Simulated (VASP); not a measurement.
AlNi: single point with r2SCAN

The system is AlNi.

```
CELL_PARAMETERS angstrom
2.02578 -2.02559 0.00000
2.02578 2.02559 0.00000
0.00000 0.00000 2.85992
ATOMIC_POSITIONS crystal
Al 0.00000 0.00000 0.00000
Ni 0.50000 0.50000 0.50000
```

| Property | Result |
| --- | --- |
| Program | VASP 6.6.1 |
| Task | single point |
| Functional | r2SCAN |
| Potentials or basis | VASP PAW PBE potentials, release 64 (Al, Ni) |
| Cutoff | 520 eV |
| k mesh | 20 × 20 × 18 |
| Occupations | gaussian, width 0.1 eV |
| Spin | no spin polarisation |
| Dipole correction | no |
| Further INCAR settings | ALGO = Normal; EDIFF = 1e-06; NBANDS = 14 |

```
Pressure               : -0.2 GPa
Band gap on the k mesh : zero (an odd number of electrons rules out a gap without spin polarisation)
```

Levels at points of the mesh, in eV from the Fermi level:
```csv
k point,band 3,band 4,band 5,band 6,band 7,band 8,band 9,band 10,band 11,band 12
"(0.00, 0.00, 0.00)",-3.43,-1.64,-1.64,-1.64,5.96,5.96,6.02,8.45,8.47,15.39
"(0.50, 0.00, 0.00)",-2.91,-2.39,-2.38,-1.54,-0.66,8.67,10.63,10.69,11.78,11.84
"(0.50, 0.50, 0.00)",-3.16,-3.16,-2.21,-2.21,-1.05,1.61,2.79,13.53,16.00,16.00
"(0.00, 0.00, 0.50)",-2.90,-2.39,-2.39,-1.55,-0.64,8.67,10.64,10.64,11.80,11.80
"(0.50, 0.00, 0.50)",-3.15,-3.14,-2.21,-2.21,-1.05,1.63,2.80,13.49,15.95,15.97
"(0.50, 0.50, 0.50)",-4.38,-1.02,-1.02,2.02,2.02,2.03,4.64,4.71,4.72,4.72
```

Run time: 5.2 min on 1 thread of Intel(R) Xeon(R) 6975P-C (Granite Rapids) (shared host), peak memory 0.46 GiB.

Caveat: the PAW data sets were made with another functional, which shifts forces and pressure a little. Spin polarisation is off, so any magnetic state and its effect on volume and gap are missing.
